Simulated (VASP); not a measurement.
A run of VASP 6.6.1 is set up as follows.

File POSCAR:

```
Hf
1.0
    3.2755523451      0.0000000000      0.0000000000
   -1.6377761725      2.8367115423      0.0000000000
    0.0000000000      0.0000000000     10.4720789438
Hf
4
Direct
    0.0000000000      1.0000000000      0.0000000000
    0.0000000000      1.0000000000      0.5000000000
    0.3333333333      0.6666666667      0.2500000000
    0.6666666667      0.3333333333      0.7500000000
```

File INCAR.step1:

```
SYSTEM = Hf
PREC     = Accurate       ! precision mode
ENCUT    = 520            ! plane-wave cutoff, eV
ISMEAR   = -1             ! smearing method
SIGMA    = 0.1            ! smearing width, eV
LREAL    = .False.        ! projectors in reciprocal space
LASPH    = .True.         ! aspherical terms in the spheres
NELM     = 60             ! most SCF steps
NBANDS   = 28             ! bands
GGA      = PE             ! functional
ALGO     = Normal         ! electronic algorithm
EDIFF    = 1E-4           ! SCF threshold, eV
LWAVE    = .True.         ! write WAVECAR
LCHARG   = .False.        ! write CHGCAR
```

File INCAR.step2:

```
SYSTEM = Hf
PREC     = Accurate       ! precision mode
ENCUT    = 520            ! plane-wave cutoff, eV
EDIFF    = 1E-7           ! SCF threshold, eV
ISMEAR   = -1             ! smearing method
SIGMA    = 0.1            ! smearing width, eV
LREAL    = .False.        ! projectors in reciprocal space
LASPH    = .True.         ! aspherical terms in the spheres
NELM     = 60             ! most SCF steps
ALGO     = Normal         ! electronic algorithm
ISIF     = 2              ! what is computed and relaxed
LWAVE    = .False.        ! write WAVECAR
LCHARG   = .True.         ! write CHGCAR
METAGGA  = R2SCAN         ! meta-GGA
LMIXTAU  = .True.       
LELF     = .True.         ! ELF
LVHAR    = .True.       
NBANDS   = 28             ! bands
ISTART   = 1
```

File KPOINTS:

```
Automatic mesh
0
Gamma
  13 13 4
  0 0 0
```

Potentials or basis: VASP PAW PBE potentials, release 64 (Hf_pv).

The run is started by

```sh
$ cat potpaw_PBE.64/Hf_pv/POTCAR > POTCAR
$ cp INCAR.step1 INCAR
$ mpirun -np 1 vasp_std > vasp.out
$ cp INCAR.step2 INCAR
$ mpirun -np 1 vasp_std > vasp.out
```

(1) Predict the pressure.

(2) Estimate the band gap on the k mesh.

## Answers

(1) -8.1 GPa.

(2) zero (bands 20 and 21 overlap by 1.77 eV).

Caveat: the cell stands under tension; the PAW data sets were made with another functional, which shifts forces and pressure a little; spin-orbit coupling is left out, which moves the levels of the heavy elements.
